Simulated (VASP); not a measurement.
# TaN (P6_3mc) in VASP: single point with PBEsol

Aim: the single point of TaN with PBEsol.

Everything below comes from runs of VASP 6.6.1. Logs are shortened: lines on timing, memory, paths and dates and some standing lists are left out, and cuts for length are marked.

**1. The cell of the first run**

Symmetry: P6_3mc, No. 186, hexagonal system. The conventional cell has a = 2.795 Å, b = 2.795 Å, c = 5.884 Å, α = 90.00°, β = 90.00°, γ = 120.00°. Within 2.3 Å of Ta (site symmetry 3m) lie 4 N at 1.75 to 2.27 Å. Within 2.3 Å of N (site symmetry 3m) lie 4 Ta at 1.75 to 2.27 Å.

**2. Single point, PBEsol**

INCAR

```
  ALGO = Normal
  EDIFF = 1E-7
  ENCUT = 520
  GGA = PS
  ISIF = 2
  ISMEAR = 0
  LASPH = True
  LCHARG = False
  LREAL = False
  LWAVE = False
  NBANDS = 24
  NELM = 100
  PREC = Accurate
  SIGMA = 0.15
```

KPOINTS

```
k-points
0
Gamma
  18 18 12
```

POSCAR

```
TaN
1.0
    2.7945949968      0.0000000000      0.0000000000
   -1.3972974984      2.4201902605      0.0000000000
    0.0000000000      0.0000000000      5.8842238205
Ta N
2 2
Direct
    0.3333333333      0.6666666667      0.0000000000
    0.6666666667      0.3333333333      0.5000000000
    0.3333333333      0.6666666667      0.3850000000
    0.6666666667      0.3333333333      0.8850000000
```

Potentials or basis: VASP PAW PBE potentials, release 64 (Ta_pv, N).

Command:

```
$ cat potpaw_PBE.64/Ta_pv/POTCAR potpaw_PBE.64/N/POTCAR > POTCAR
$ mpirun -np 1 vasp_std > vasp.out
```

OUTCAR:

```text
EDIFF = 1E-7
   ENCUT = 520
   GGA = PS
   ISIF = 2
   ISMEAR = 0
   LASPH = True
   LREAL = False
   NELM = 100
   PREC = Accurate

 ion  position               nearest neighbor table
   1  0.333  0.667  0.000-   4 1.75   4 1.75   4 1.75   3 2.27   2 3.36   2 3.36   2 3.36   2 3.36
                             2 3.36   2 3.36
   2  0.667  0.333  0.500-   3 1.75   3 1.75   3 1.75   4 2.27   1 3.36   1 3.36   1 3.36   1 3.36
                             1 3.36   1 3.36
   3  0.333  0.667  0.385-   2 1.75   2 1.75   2 1.75   1 2.27
   4  0.667  0.333  0.885-   1 1.75   1 1.75   1 1.75   2 2.27

  LATTYP: Found a hexagonal cell.
 ALAT       =     2.7945949968
 C/A-ratio  =     2.1055730176

  Lattice vectors:

 A1 = (   2.7945949968,   0.0000000000,   0.0000000000)
 A2 = (  -1.3972974984,   2.4201902605,   0.0000000000)
 A3 = (   0.0000000000,   0.0000000000,   5.8842238205)

Analysis of symmetry for initial positions (statically):
=====================================================================
 Subroutine PRICEL returns:
 Original cell was already a primitive cell.

 Routine SETGRP: Setting up the symmetry group for a
 hexagonal supercell.

 Subroutine GETGRP returns: Found 12 space group operations
 (whereof  6 operations were pure point group operations)
 out of a pool of 24 trial point group operations.

The static configuration has the point symmetry C_3v.
 The point group associated with its full space group is C_6v.

Analysis of symmetry for dynamics (positions and initial velocities):
=====================================================================
 Subroutine PRICEL returns:
 Original cell was already a primitive cell.

 Routine SETGRP: Setting up the symmetry group for a
 hexagonal supercell.

 Subroutine GETGRP returns: Found 12 space group operations
 (whereof  6 operations were pure point group operations)
 out of a pool of 24 trial point group operations.

The dynamic configuration has the point symmetry C_3v.
 The point group associated with its full space group is C_6v.

 Subroutine INISYM returns: Found 12 space group operations
 (whereof  6 operations are pure point group operations),
 and found     1 'primitive' translations

----------------------------------------------------------------------------------------

                                     Primitive cell

  volume of cell :      39.7977

  direct lattice vectors                    reciprocal lattice vectors
     2.794594997  0.000000000  0.000000000     0.357833604  0.206595328  0.000000000
    -1.397297498  2.420190261  0.000000000     0.000000000  0.413190655  0.000000000
     0.000000000  0.000000000  5.884223820     0.000000000  0.000000000  0.169945949

  length of vectors
     2.794594997  2.794594997  5.884223820     0.413190655  0.413190655  0.169945949

  position of ions in fractional coordinates (direct lattice)
     0.333333333  0.666666667  0.000000000
     0.666666667  0.333333333  0.500000000
     0.333333333  0.666666667  0.385000000
     0.666666667  0.333333333  0.885000000

  ion indices of the primitive-cell ions
   primitive index   ion index
                 1           1
                 2           2
                 3           3
                 4           4

----------------------------------------------------------------------------------------

 KPOINTS: k-points

Automatic generation of k-mesh.
 Grid dimensions read from file:
 generate k-points for:   18   18   12

 Generating k-lattice:

  Cartesian coordinates                     Fractional coordinates (reciprocal lattice)
     0.019879645  0.011477518  0.000000000     0.055555556 -0.000000000  0.000000000
     0.000000000  0.022955036  0.000000000     0.000000000  0.055555556  0.000000000
     0.000000000  0.000000000  0.014162162     0.000000000  0.000000000  0.083333333

  Length of vectors
     0.022955036  0.022955036  0.014162162

  Shift w.r.t. Gamma in fractional coordinates (k-lattice)
     0.000000000  0.000000000  0.000000000

 Subroutine IBZKPT returns following result:
 ===========================================

 Found    259 irreducible k-points:

 Following reciprocal coordinates:
            Coordinates               Weight
  0.000000  0.000000  0.000000      1.000000
  0.055556  0.000000  0.000000      6.000000
  0.111111  0.000000  0.000000      6.000000
  0.166667  0.000000  0.000000      6.000000
  0.222222 -0.000000  0.000000      6.000000
  0.277778  0.000000  0.000000      6.000000
[... 16 lines left out ...]
  0.333333  0.111111  0.000000     12.000000
  0.388889  0.111111  0.000000     12.000000
 [... further k-points ...]
   k-points           NKPTS =    259   k-points in BZ     NKDIM =    259   number of bands    NBANDS=     24
   number of dos      NEDOS =    301   number of ions     NIONS =      4
   total plane-waves  NPLWV =  27648
   dimension x,y,z NGX =    24 NGY =   24 NGZ =   48
   dimension x,y,z NGXF=    48 NGYF=   48 NGZF=   96
   ions per type =               2   2
   NGX,Y,Z   is equivalent  to a cutoff of  14.28, 14.28, 13.56 a.u.
   NGXF,Y,Z  is equivalent  to a cutoff of  28.55, 28.55, 27.12 a.u.
 SYSTEM =  unknown system
   PREC   = accura    normal or accurate (medium, high low for compatibility)
   ISTART =      0    job   : 0-new  1-cont  2-samecut
   ICHARG =      2    charge: 1-file 2-atom 10-const
   ISPIN  =      1    spin polarized calculation?
   LNONCOLLINEAR =      F non collinear calculations
   LSORBIT =      F    spin-orbit coupling
   LASPH  =      T    aspherical Exc in radial PAW
   ENCUT  =  520.0 eV  38.22 Ry    6.18 a.u.   5.20  5.20 10.94*2*pi/ulx,y,z
   NELM   =    100;   NELMIN=  2; NELMDL= -5     # of ELM steps
   EDIFF  = 0.1E-06   stopping-criterion for ELM
   LREAL  =      F    real-space projection
   EDIFFG = 0.1E-05   stopping-criterion for IOM
   NSW    =      0    number of steps for IOM
   IBRION =     -1    ionic relax: 0-MD 1-quasi-New 2-CG
   NFREE  =      0    steps in history (QN), initial steepest desc. (CG)
   ISIF   =      2    stress and relaxation
   ISYM   =      2    0-nonsym 1-usesym 2-fastsym
   POTIM  = 0.5000    time-step for ionic-motion
   TEBEG  =    0.0;   TEEND  =   0.0 temperature during run
   PSTRESS=    0.0 pullay stress
   NELECT =      32.0000    total number of electrons
   NUPDOWN=      -1.0000    fix difference up-down
   EMIN   =  10.00;   EMAX   =-10.00  energy-range for DOS
   EFERMI =   0.00;   METHOD = LEGACY
   ISMEAR =     0;   SIGMA  =   0.15  broadening in eV -4-tet -1-fermi 0-gaus
   EFERMI_NEDOS =   21; number of points for ismear=-14 and -15
   IALGO  =     38    algorithm
   IMIX   =      4    mixing-type and parameters
     AMIX     =   0.40;   BMIX     =  1.00
     AMIX_MAG =   1.60;   BMIX_MAG =  1.00
  volume/ion in A,a.u.               =       9.95        67.14
  Fermi-wavevector in a.u.,A,eV,Ry     =   1.522319  2.876766 31.530886  2.317455
  Thomas-Fermi vector in A             =   2.630914
   LORBIT       =      0    0 simple, 1 ext, 2 COOP (PROOUT), +10 PAW based schemes
   GGA     = PS    functional components
   LHFCALC =     F    Hartree Fock is set to
   AEXX    =    0.0000 exact exchange contribution
   IVDW    =     0    specifies the selected vdW correction
   LEPSILON=     F    determine dielectric tensor
   LRPA    =     F    only Hartree local field effects (RPA)
 non-spin polarized calculation
 Gauss-broadening in eV      SIGMA  =   0.15
  energy-cutoff  :      520.00
  volume of cell :       39.80
 maximum number of plane-waves:      1090
 NGX is ok and might be reduce to    24
   NGX = 11   NGY = 11   NGZ = 21

 number of electron      32.0000007 magnetization

 Free energy of the ion-electron system (eV)
  ---------------------------------------------------
  ext. energy  EPLUGINS =         0.00000000
  ---------------------------------------------------
  free energy    TOTEN  =       -36.67961984 eV

  energy without entropy =      -36.66771619  energy(sigma->0) =      -36.67366801

 E-fermi :   9.4449     XC(G=0): -13.6377

 val. band max:        9.4404692415   @ k =   0.0556   0.0000   0.2500
 cond. band min:       9.4473757463   @ k =   0.3333   0.2222   0.0000
 fundamental gap:      0.0069065048
 Fermi energy:         9.4448852369

 k-point     1 :       0.0000    0.0000    0.0000
  band No.  band energies     occupation
      1     -26.2847      2.00000
      2     -25.6687      2.00000
      3     -25.2996      2.00000
      4     -25.2996      2.00000
      5     -25.2598      2.00000
      6     -25.2598      2.00000
[... 16 lines left out ...]
     23      16.3002      0.00000
     24      16.8998      0.00000

 k-point     2 :       0.0556    0.0000    0.0000
  band No.  band energies     occupation
      1     -26.2744      2.00000
      2     -25.6700      2.00000
      3     -25.3720      2.00000
      4     -25.3305      2.00000
      5     -25.3159      2.00000
      6     -25.2748      2.00000
[... 16 lines left out ...]
     23      16.2895      0.00000
     24      17.0225      0.00000

 k-point     3 :       0.1111    0.0000    0.0000
  band No.  band energies     occupation
      1     -26.2486      2.00000
      2     -25.7066      2.00000
      3     -25.5697      2.00000
      4     -25.4965      2.00000
      5     -25.3621      2.00000
      6     -25.3176      2.00000
[... 16 lines left out ...]
     23      16.8381      0.00000
     24      17.3416      0.00000

 k-point     4 :       0.1667    0.0000    0.0000
  band No.  band energies     occupation
      1     -26.2394      2.00000
      2     -25.9376      2.00000
      3     -25.8263      2.00000
      4     -25.5625      2.00000
      5     -25.4320      2.00000
      6     -25.3826      2.00000
[... 16 lines left out ...]
     23      17.7210      0.00000
     24      17.8955      0.00000

 k-point     5 :       0.2222   -0.0000    0.0000
  band No.  band energies     occupation
      1     -26.3916      2.00000
      2     -26.2894      2.00000
      3     -25.9590      2.00000
      4     -25.5506      2.00000
      5     -25.5161      2.00000
      6     -25.4616      2.00000
[... 451 lines left out ...]
 k-point    22 :       0.2778    0.1111    0.0000
  band No.  band energies     occupation
      1     -27.0151      2.00000
      2     -26.9752      2.00000
      3     -25.8416      2.00000
      4     -25.7972      2.00000
      5     -25.7560      2.00000
      6     -25.5045      2.00000
[... 16 lines left out ...]
     23      18.2240      0.00000
     24      18.9754      0.00000

 k-point    23 :       0.3333    0.1111    0.0000
  band No.  band energies     occupation
      1     -27.2366      2.00000
      2     -27.1924      2.00000
      3     -25.9069      2.00000
      4     -25.8360      2.00000
      5     -25.7437      2.00000
      6     -25.4981      2.00000
[... 16 lines left out ...]
     23      17.8477      0.00000
     24      18.1779      0.00000

 k-point    24 :       0.3889    0.1111    0.0000
  band No.  band energies     occupation
      1     -27.3786      2.00000
      2     -27.3306      2.00000
      3     -25.9603      2.00000
      4     -25.8874      2.00000
      5     -25.6894      2.00000
      6     -25.5004      2.00000
[... 16 lines left out ...]
     23      17.3799      0.00000
     24      17.7802      0.00000

 [... further k-points ...]
[... 5 lines left out ...]
  --------------------------------------------------------------------------------------
  -------------------------------------------------------------------------------------
  Total       56.7598175     56.7598175     16.0495222      0.0000000      0.0000000      0.0000000
  in kB     2285.0410296   2285.0410296    646.1228804      0.0000000      0.0000000      0.0000000
  external PRESSURE =    1738.7349799 kB  Pullay stress =       0.0000000 kB

 VOLUME and BASIS-vectors are now :
 -----------------------------------------------------------------------------
  energy-cutoff  :      520.00
  volume of cell :       39.80
      direct lattice vectors                 reciprocal lattice vectors
     2.794594997  0.000000000  0.000000000     0.357833604  0.206595328  0.000000000
    -1.397297498  2.420190261  0.000000000     0.000000000  0.413190655  0.000000000
     0.000000000  0.000000000  5.884223820     0.000000000  0.000000000  0.169945949

 POSITION                                       TOTAL-FORCE (eV/Angst)
 -----------------------------------------------------------------------------------
     -0.00000      1.61346      0.00000         0.000000      0.000000     11.951351
      1.39730      0.80673      2.94211        -0.000000      0.000000     11.951351
     -0.00000      1.61346      2.26543         0.000000     -0.000000    -11.951351
      1.39730      0.80673      5.20754        -0.000000      0.000000    -11.951351
 -----------------------------------------------------------------------------------
    total drift:                               -0.000000      0.000000      0.000063

  FREE ENERGIE OF THE ION-ELECTRON SYSTEM (eV)
  ---------------------------------------------------
  free  energy   TOTEN  =       -36.6796198421 eV

  energy  without entropy=      -36.6677161854  energy(sigma->0) =      -36.67366801
```

It took 8.3 min on 1 thread of AMD EPYC 7R13, shared host; peak memory 0.31 GiB.

What came out:

```
Free energy            : -36.6796 eV
Pressure               : 173.9 GPa
Largest force          : 11.951 eV/Å
Band gap on the k mesh : zero (band 16 reaches 10.89 eV, above the bottom of band 17 at 7.96 eV)
```

Forces in eV/Å, atoms in the order of the input:
```
Ta    0.000   0.000  11.951
Ta    0.000   0.000  11.951
N     0.000   0.000 -11.951
N     0.000   0.000 -11.951
```

Caveat: the PAW data sets were made with another functional, which shifts forces and pressure a little; spin-orbit coupling is left out, which moves the levels of the heavy elements.
